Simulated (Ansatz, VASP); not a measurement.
One calculation of Ga2Te2O, two programs

```
Ga Te O
1.0
     4.20223    0.00000    0.00000
    -2.10112    3.63924    0.00000
     0.00000    0.00000   19.59104
Ga Te O
4 4 2
Cartesian
  2.1011 1.2131 16.4659
  2.1011 1.2131 12.9206
  0.0000 2.4262 6.6704
  0.0000 2.4262 3.1251
  0.0000 2.4262 11.7233
  0.0000 2.4262 17.6633
  2.1011 1.2131 1.9278
  2.1011 1.2131 7.8677
  2.1011 1.2131 14.6933
  0.0000 2.4262 4.8978
```

Alike in both runs: functional PBE; k mesh 3 × 3 × 1; occupations gaussian, width 0.15 eV; no spin polarisation.

Ansatz relaxed the structure, and its values are those at the end. VASP's run is a single point on that final structure, the one shown.

|  | VASP | Ansatz |
| --- | --- | --- |
| version | VASP 6.6.1 | Ansatz 0.2.0 |
| potentials or method | VASP PAW PBE potentials, release 64 (Ga_d, Te, O), cutoff 520 eV | scalar-relativistic, plane waves, PAW |
| valence electrons in the cell | 88 | 128 |

|  | VASP | Ansatz | Ansatz less VASP |
| --- | --- | --- | --- |
| gap on the k mesh at the Fermi level (eV) | 1.19 | 1.21 | +0.026 |
| least direct gap on the mesh (eV) | 1.19 | 1.21 | +0.026 |
| pressure (GPa) | 0.4 | 0.4 | -0.04 |
| rms of the force components (eV/Å) | 0.017 | 0.026 | +0.0083 |

The functional is the same, so the differences come from potentials, cutoffs and numerics. VASP's potentials hold 88 valence electrons a cell and Ansatz's 128, so a difference there can come from the potentials and not from the codes.

The k mesh is coarse, so the values compare programs but aren't converged. Spin-orbit coupling is off throughout.
